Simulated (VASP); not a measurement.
# CsSnBr3 (Pm-3m) in VASP: a series of runs

The runs below take CsSnBr3 through single point, relaxation of cell and atoms, with PBE+D3(BJ).

Program: VASP 6.6.1. These are calculated values, not measurements. Logs are shortened: lines on timing, memory, paths and dates and some standing lists are left out, and cuts for length are marked.

### 1 The cell of the first run

It takes space group Pm-3m (No. 221, cubic). Conventional cell: a = 5.813 Å, b = 5.813 Å, c = 5.813 Å, α = 90.00°, β = 90.00°, γ = 90.00°. Within 5.4 Å of Cs (site symmetry m-3m) lie 12 Br at 4.11 Å and 8 Sn at 5.03 Å. Sn (site symmetry m-3m) has 6 Br at 2.91 Å within 3.8 Å. Within 3.8 Å of Br (site symmetry 4/mmm) lie 2 Sn at 2.91 Å.

### 2 Single point, PBE+D3(BJ)

File INCAR:

```
PREC     = Accurate       # precision mode
ENCUT    = 500            # plane-wave cutoff, eV
EDIFF    = 1E-6           # SCF threshold, eV
ISMEAR   = 0              # smearing method
SIGMA    = 0.02           # smearing width, eV
LREAL    = False          # projectors in reciprocal space
LASPH    = True           # aspherical terms in the spheres
NELM     = 120            # most SCF steps
ALGO     = Normal         # electronic algorithm
ISIF     = 2              # what is computed and relaxed
LWAVE    = False          # write WAVECAR
LCHARG   = False          # write CHGCAR
GGA      = PE             # functional
IVDW     = 12             # dispersion correction
NBANDS   = 30             # bands
GGA_COMPAT= False
```

File KPOINTS:

```
Automatic mesh
0
Gamma
  6 6 6
```

File POSCAR:

```
CsSnBr3
1.0
    5.8134756489      0.0000000000      0.0000000000
    0.0000000000      5.8134756489      0.0000000000
    0.0000000000      0.0000000000      5.8134756489
Cs Sn Br
1 1 3
Direct
    0.0000000000      0.0000000000      0.0000000000
    0.5000000000      0.5000000000      0.5000000000
    0.5000000000      0.0000000000      0.5000000000
    0.5000000000      0.5000000000      0.0000000000
    0.0000000000      0.5000000000      0.5000000000
```

Potentials or basis: VASP PAW PBE potentials, release 64 (Cs_sv, Sn_d, Br).

On the command line:

```sh
$ cat potpaw_PBE.64/Cs_sv/POTCAR potpaw_PBE.64/Sn_d/POTCAR potpaw_PBE.64/Br/POTCAR > POTCAR
$ mpirun -np 1 vasp_std > vasp.out
```

OUTCAR:

```text
PREC = Accurate
   ENCUT = 500
   EDIFF = 1E-6
   ISMEAR = 0
   LREAL = False
   LASPH = True
   NELM = 120
   ISIF = 2
   GGA = PE
   IVDW = 12
 IVDW          = 12

 ion  position               nearest neighbor table
   1  0.000  0.000  0.000-
   2  0.500  0.500  0.500-   3 2.91   4 2.91   5 2.91   4 2.91   3 2.91   5 2.91
   3  0.500  0.000  0.500-   2 2.91   2 2.91
   4  0.500  0.500  0.000-   2 2.91   2 2.91
   5  0.000  0.500  0.500-   2 2.91   2 2.91

  LATTYP: Found a simple cubic cell.
 ALAT       =     5.8134756489

  Lattice vectors:

 A1 = (   5.8134756489,   0.0000000000,   0.0000000000)
 A2 = (   0.0000000000,   5.8134756489,   0.0000000000)
 A3 = (   0.0000000000,   0.0000000000,   5.8134756489)

Analysis of symmetry for initial positions (statically):
=====================================================================
 Subroutine PRICEL returns:
 Original cell was already a primitive cell.

 Routine SETGRP: Setting up the symmetry group for a
 simple cubic supercell.

 Subroutine GETGRP returns: Found 48 space group operations
 (whereof 48 operations were pure point group operations)
 out of a pool of 48 trial point group operations.

The static configuration has the point symmetry O_h .

Analysis of symmetry for dynamics (positions and initial velocities):
=====================================================================
 Subroutine PRICEL returns:
 Original cell was already a primitive cell.

 Routine SETGRP: Setting up the symmetry group for a
 simple cubic supercell.

 Subroutine GETGRP returns: Found 48 space group operations
 (whereof 48 operations were pure point group operations)
 out of a pool of 48 trial point group operations.

The dynamic configuration has the point symmetry O_h .

 Subroutine INISYM returns: Found 48 space group operations
 (whereof 48 operations are pure point group operations),
 and found     1 'primitive' translations

----------------------------------------------------------------------------------------

                                     Primitive cell

  volume of cell :     196.4751

  direct lattice vectors                    reciprocal lattice vectors
     5.813475649  0.000000000  0.000000000     0.172014138  0.000000000  0.000000000
     0.000000000  5.813475649  0.000000000     0.000000000  0.172014138  0.000000000
     0.000000000  0.000000000  5.813475649     0.000000000  0.000000000  0.172014138

  length of vectors
     5.813475649  5.813475649  5.813475649     0.172014138  0.172014138  0.172014138

  position of ions in fractional coordinates (direct lattice)
     0.000000000  0.000000000  0.000000000
     0.500000000  0.500000000  0.500000000
     0.500000000  0.000000000  0.500000000
     0.500000000  0.500000000  0.000000000
     0.000000000  0.500000000  0.500000000

  ion indices of the primitive-cell ions
   primitive index   ion index
                 1           1
                 2           2
                 3           3
                 4           4
                 5           5

----------------------------------------------------------------------------------------

 KPOINTS: Automatic mesh

Automatic generation of k-mesh.
 Grid dimensions read from file:
 generate k-points for:    6    6    6

 Generating k-lattice:

  Cartesian coordinates                     Fractional coordinates (reciprocal lattice)
     0.028669023  0.000000000  0.000000000     0.166666667  0.000000000  0.000000000
     0.000000000  0.028669023  0.000000000     0.000000000  0.166666667  0.000000000
     0.000000000  0.000000000  0.028669023     0.000000000  0.000000000  0.166666667

  Length of vectors
     0.028669023  0.028669023  0.028669023

  Shift w.r.t. Gamma in fractional coordinates (k-lattice)
     0.000000000  0.000000000  0.000000000

 Subroutine IBZKPT returns following result:
 ===========================================

 Found     20 irreducible k-points:

 Following reciprocal coordinates:
            Coordinates               Weight
  0.000000  0.000000  0.000000      1.000000
  0.166667  0.000000  0.000000      6.000000
  0.333333  0.000000  0.000000      6.000000
  0.500000  0.000000  0.000000      3.000000
  0.166667  0.166667  0.000000     12.000000
  0.333333  0.166667  0.000000     24.000000
[... 12 lines left out ...]
  0.500000  0.500000  0.333333      6.000000
  0.500000  0.500000  0.500000      1.000000
   k-points           NKPTS =     20   k-points in BZ     NKDIM =     20   number of bands    NBANDS=     30
   number of dos      NEDOS =    301   number of ions     NIONS =      5
   total plane-waves  NPLWV =  74088
   dimension x,y,z NGX =    42 NGY =   42 NGZ =   42
   dimension x,y,z NGXF=    84 NGYF=   84 NGZF=   84
   ions per type =               1   1   3
   NGX,Y,Z   is equivalent  to a cutoff of  12.01, 12.01, 12.01 a.u.
   NGXF,Y,Z  is equivalent  to a cutoff of  24.02, 24.02, 24.02 a.u.
 SYSTEM =  unknown system
   PREC   = accura    normal or accurate (medium, high low for compatibility)
   ISTART =      0    job   : 0-new  1-cont  2-samecut
   ICHARG =      2    charge: 1-file 2-atom 10-const
   ISPIN  =      1    spin polarized calculation?
   LNONCOLLINEAR =      F non collinear calculations
   LSORBIT =      F    spin-orbit coupling
   LASPH  =      T    aspherical Exc in radial PAW
   ENCUT  =  500.0 eV  36.75 Ry    6.06 a.u.  10.60 10.60 10.60*2*pi/ulx,y,z
   NELM   =    120;   NELMIN=  2; NELMDL= -5     # of ELM steps
   EDIFF  = 0.1E-05   stopping-criterion for ELM
   LREAL  =      F    real-space projection
   EDIFFG = 0.1E-04   stopping-criterion for IOM
   NSW    =      0    number of steps for IOM
   IBRION =     -1    ionic relax: 0-MD 1-quasi-New 2-CG
   NFREE  =      0    steps in history (QN), initial steepest desc. (CG)
   ISIF   =      2    stress and relaxation
   ISYM   =      2    0-nonsym 1-usesym 2-fastsym
   POTIM  = 0.5000    time-step for ionic-motion
   TEBEG  =    0.0;   TEEND  =   0.0 temperature during run
   PSTRESS=    0.0 pullay stress
   NELECT =      44.0000    total number of electrons
   NUPDOWN=      -1.0000    fix difference up-down
   EMIN   =  10.00;   EMAX   =-10.00  energy-range for DOS
   EFERMI =   0.00;   METHOD = LEGACY
   ISMEAR =     0;   SIGMA  =   0.02  broadening in eV -4-tet -1-fermi 0-gaus
   EFERMI_NEDOS =   21; number of points for ismear=-14 and -15
   IALGO  =     38    algorithm
   IMIX   =      4    mixing-type and parameters
     AMIX     =   0.40;   BMIX     =  1.00
     AMIX_MAG =   1.60;   BMIX_MAG =  1.00
  volume/ion in A,a.u.               =      39.30       265.18
  Fermi-wavevector in a.u.,A,eV,Ry     =   0.994161  1.878691 13.447389  0.988355
  Thomas-Fermi vector in A             =   2.126093
   LORBIT       =      0    0 simple, 1 ext, 2 COOP (PROOUT), +10 PAW based schemes
   GGA     = PE    functional components
   LHFCALC =     F    Hartree Fock is set to
   AEXX    =    0.0000 exact exchange contribution
   IVDW    =    12    specifies the selected vdW correction
   LEPSILON=     F    determine dielectric tensor
   LRPA    =     F    only Hartree local field effects (RPA)
 non-spin polarized calculation
 Gauss-broadening in eV      SIGMA  =   0.02
  energy-cutoff  :      500.00
  volume of cell :      196.48
 maximum number of plane-waves:      5030
   NGX = 21   NGY = 21   NGZ = 21

 number of electron      44.0000005 magnetization

 Free energy of the ion-electron system (eV)
  ---------------------------------------------------
  ext. energy  EPLUGINS =         0.00000000
  ---------------------------------------------------
  free energy    TOTEN  =       -15.81152519 eV

  energy without entropy =      -15.81152519  energy(sigma->0) =      -15.81152519

 E-fermi :   2.5170     XC(G=0):  -7.7144

 val. band max:        2.3457063779   @ k =   0.5000   0.5000   0.5000
 cond. band min:       2.7788848597   @ k =   0.5000   0.5000   0.5000
 fundamental gap:      0.4331784818
 Fermi energy:         2.5170127187

 k-point     1 :       0.0000    0.0000    0.0000
  band No.  band energies     occupation
      1     -20.0042      2.00000
      2     -19.9109      2.00000
      3     -19.9109      2.00000
      4     -19.8816      2.00000
      5     -19.8816      2.00000
      6     -19.8816      2.00000
[... 22 lines left out ...]
     29       7.2762      0.00000
     30       7.2762      0.00000

 k-point     2 :       0.1667    0.0000    0.0000
  band No.  band energies     occupation
      1     -20.0039      2.00000
      2     -19.9109      2.00000
      3     -19.9093      2.00000
      4     -19.8816      2.00000
      5     -19.8816      2.00000
      6     -19.8816      2.00000
[... 22 lines left out ...]
     29       6.3659      0.00000
     30       7.2424      0.00000

 k-point     3 :       0.3333    0.0000    0.0000
  band No.  band energies     occupation
      1     -20.0032      2.00000
      2     -19.9109      2.00000
      3     -19.9061      2.00000
      4     -19.8817      2.00000
      5     -19.8817      2.00000
      6     -19.8816      2.00000
[... 22 lines left out ...]
     29       6.6266      0.00000
     30       7.4573      0.00000

 k-point     4 :       0.5000    0.0000    0.0000
  band No.  band energies     occupation
      1     -20.0029      2.00000
      2     -19.9110      2.00000
      3     -19.9045      2.00000
      4     -19.8818      2.00000
      5     -19.8818      2.00000
      6     -19.8816      2.00000
[... 484 lines left out ...]
     29       6.8932      0.00000
     30       7.4703      0.00000

 k-point    19 :       0.5000    0.5000    0.3333
  band No.  band energies     occupation
      1     -20.0011      2.00000
      2     -19.9028      2.00000
      3     -19.9012      2.00000
      4     -19.8820      2.00000
      5     -19.8820      2.00000
      6     -19.8820      2.00000
[... 22 lines left out ...]
     29       6.7285      0.00000
     30       7.6277      0.00000

 k-point    20 :       0.5000    0.5000    0.5000
  band No.  band energies     occupation
      1     -20.0009      2.00000
      2     -19.9011      2.00000
      3     -19.9011      2.00000
      4     -19.8820      2.00000
      5     -19.8820      2.00000
      6     -19.8820      2.00000
[... 22 lines left out ...]
     29       6.5991      0.00000
     30       7.8683      0.00000

------------------------ aborting loop because EDIFF is reached ----------------------------------------

 Edisp (eV)   -1.08920

 E8    (eV) :    -0.5122

  FORCE on cell =-STRESS in cart. coord.  units (eV):
  Direction    XX          YY          ZZ          XY          YZ          ZX
  --------------------------------------------------------------------------------------
  -------------------------------------------------------------------------------------
  Total       0.03111     0.03111     0.03111    -0.00000    -0.00000    -0.00000
  in kB       0.25372     0.25372     0.25372    -0.00000    -0.00000    -0.00000
  external pressure =        0.25 kB  Pullay stress =        0.00 kB

 VOLUME and BASIS-vectors are now :
 -----------------------------------------------------------------------------
  energy-cutoff  :      500.00
  volume of cell :      196.48
      direct lattice vectors                 reciprocal lattice vectors
     5.813475649  0.000000000  0.000000000     0.172014138  0.000000000  0.000000000
     0.000000000  5.813475649  0.000000000     0.000000000  0.172014138  0.000000000
     0.000000000  0.000000000  5.813475649     0.000000000  0.000000000  0.172014138

 POSITION                                       TOTAL-FORCE (eV/Angst)
 -----------------------------------------------------------------------------------
      0.00000      0.00000      0.00000         0.000000      0.000000      0.000000
      2.90674      2.90674      2.90674         0.000000      0.000000      0.000000
      2.90674      0.00000      2.90674         0.000000      0.000000      0.000000
      2.90674      2.90674      0.00000         0.000000      0.000000      0.000000
      0.00000      2.90674      2.90674         0.000000      0.000000      0.000000
 -----------------------------------------------------------------------------------
    total drift:                                0.000000     -0.000000     -0.000000

  FREE ENERGIE OF THE ION-ELECTRON SYSTEM (eV)
  ---------------------------------------------------
  free  energy   TOTEN  =       -16.9007260163 eV

  energy  without entropy=      -16.9007260163  energy(sigma->0) =      -16.90072602
```

Run time: 49 s. Hardware: 1 thread of Intel Xeon Platinum 8559C (Emerald Rapids), shared host; peak memory 0.31 GiB.

Results:

* Free energy: -16.9007 eV
* Pressure: 0.0 GPa
* Band gap on the k mesh: 0.43 eV, direct
* Dispersion energy per atom: -0.218 eV

Caveat: spin-orbit coupling is left out, which moves the levels of the heavy elements. Expect the measured gap to be larger: semilocal functionals such as PBE lack the derivative discontinuity.

(Continued in part 2 of 2.)
